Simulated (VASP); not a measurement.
A run of VASP 6.6.1 is set up as follows.

The input POSCAR:

```
TiSe
1.0
    3.4365958000      0.0000000000      0.0000000000
   -1.7182979000      2.9761792700      0.0000000000
    0.0000000000      0.0000000000      6.7233917000
Ti Se
2 2
Direct
    0.0000000000      0.0000000000      0.0000000000
    0.0000000000      0.0000000000      0.5000000000
    0.3333333300      0.6666666700      0.2500000000
    0.6666666700      0.3333333300      0.7500000000
```

File INCAR.step1:

```
SYSTEM = TiSe
PREC     = Accurate       ! precision mode
ENCUT    = 520            ! plane-wave cutoff, eV
ISMEAR   = -1             ! smearing method
SIGMA    = 0.1            ! smearing width, eV
LREAL    = .False.        ! projectors in reciprocal space
LASPH    = .True.         ! aspherical terms in the spheres
NELM     = 100            ! most SCF steps
GGA      = PE             ! functional
ALGO     = Normal         ! electronic algorithm
EDIFF    = 1E-4           ! SCF threshold, eV
LWAVE    = .True.         ! write WAVECAR
LCHARG   = .False.        ! write CHGCAR
```

INCAR.step2

```
SYSTEM = TiSe
PREC     = Accurate       ! precision mode
ENCUT    = 520            ! plane-wave cutoff, eV
EDIFF    = 1E-6           ! SCF threshold, eV
ISMEAR   = -1             ! smearing method
SIGMA    = 0.1            ! smearing width, eV
LREAL    = .False.        ! projectors in reciprocal space
LASPH    = .True.         ! aspherical terms in the spheres
NELM     = 100            ! most SCF steps
ALGO     = Normal         ! electronic algorithm
ISIF     = 2              ! what is computed and relaxed
LWAVE    = .False.        ! write WAVECAR
LCHARG   = .False.        ! write CHGCAR
METAGGA  = R2SCAN         ! meta-GGA
LMIXTAU  = .True.       
IBRION   = 2              ! ionic algorithm
NSW      = 50             ! ionic steps
EDIFFG   = -0.01          ! ionic threshold
ISTART   = 1
```

The input KPOINTS:

```
Automatic mesh
0
Gamma
  11 11 5
  0 0 0
```

Potentials or basis: VASP PAW PBE potentials, release 64 (Ti_sv, Se).

The run is started by

```bash
$ cat potpaw_PBE.64/Ti_sv/POTCAR potpaw_PBE.64/Se/POTCAR > POTCAR
$ cp INCAR.step1 INCAR
$ mpirun -np 1 vasp_std > vasp.out
$ cp INCAR.step2 INCAR
$ mpirun -np 1 vasp_std > vasp.out
```

Predict the band gap on the k mesh.

zero (bands 18 and 19 overlap by 0.42 eV).

Final structure:
```
Ti Se
1.0
     3.43660    0.00000    0.00000
    -1.71830    2.97618    0.00000
     0.00000    0.00000    6.72339
Ti Se
2 2
Direct
  0.00000 0.00000 0.00000
  0.00000 0.00000 0.50000
  0.33333 0.66667 0.25000
  0.66667 0.33333 0.75000
```

Caveat: the relaxation stopped at its first step, so nothing moved.
